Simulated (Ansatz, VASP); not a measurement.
**Two plane-wave programs on Fe**

```
Fe
1.0
    -1.43455    1.43455    1.43455
     1.43455   -1.43455    1.43455
     1.43455    1.43455   -1.43455
Fe
1
Direct
  0.00000 0.00000 0.00000
```

Alike in both runs: task single point; functional r2SCAN; k mesh 25 × 25 × 25; occupations fermi-dirac, width 0.05 eV; collinear spin.

|  | VASP | Ansatz |
| --- | --- | --- |
| version | VASP 6.6.1 | Ansatz 0.2.0 |
| potentials or method | VASP PAW PBE potentials, release 64 (Fe), cutoff 520 eV | plane waves (500 eV) with PAW, scalar-relativistic |
| valence electrons in the cell | 8 | 16 |

|  | VASP | Ansatz | Ansatz less VASP |
| --- | --- | --- | --- |
| net moment per atom (μB) | 2.65 | 2.65 | +0.003 |
| size of the moment on the site where the two differ most (μB) | 2.72 | 2.80 | +0.088 |

VASP's potentials were made for PBE, not for r2SCAN. Site moments also hang on the region over which each program counts them. VASP's potentials hold 8 valence electrons a cell and Ansatz's 16, so a difference there can come from the potentials and not from the codes. Ansatz's warnings: stability check not made.
